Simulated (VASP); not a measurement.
Runs of VASP 6.6.1 on Si3N2. The structure is that of space group P4mm (No. 99), or close to it. The cells are those of the table. 

```csv
task,spin,cell,k mesh,cutoff (eV),gap on the mesh (eV),pressure (GPa),moment (μB),relaxed volume (Å³/atom),largest force (eV/Å)
relaxation of cell and atoms,off,"relaxed from a = 3.594, b = 3.594, c = 4.709 Å, 5 atoms",10 × 10 × 8,600,none,0.0,-,12.08,-
single point,off,"a = 3.086, b = 3.086, c = 6.679 Å, 5 atoms",6 × 6 × 4,520,none,(a),-,-,24.10
single point,"collinear, ferromagnetic start","a = 3.594, b = 3.594, c = 4.709 Å, 5 atoms",6 × 6 × 4,520,none,0.2,0.00,-,0.02
single point,off,"a = 3.595, b = 3.595, c = 4.684 Å, 5 atoms",10 × 10 × 8,520,none,-0.1,-,-,0.01
single point,off,"a = 3.594, b = 3.594, c = 4.709 Å, 5 atoms",6 × 6 × 4,520,none,0.2,-,-,0.02
single point,"collinear, ferromagnetic start","a = 3.086, b = 3.086, c = 6.679 Å, 5 atoms",6 × 6 × 4,520,none,(b),0.29,-,24.10
relaxation of cell and atoms,off,"relaxed from a = 3.086, b = 3.086, c = 6.679 Å, 5 atoms",6 × 6 × 4,600,none,0.0,-,(c),0.02
```

Alike in all rows: level PBE; potentials or basis VASP PAW PBE potentials, release 64 (Si, N); smearing gaussian 0.1 eV.

Q: Estimate the missing entries.

A: (a) 161.4; (b) 161.5; (c) 12.14.

Caveats: forces of over 1 eV/Å act on the atoms, so gaps and moduli don't describe the material at rest (some runs).

A gap of «none» marks levels without a gap at the run's occupations.
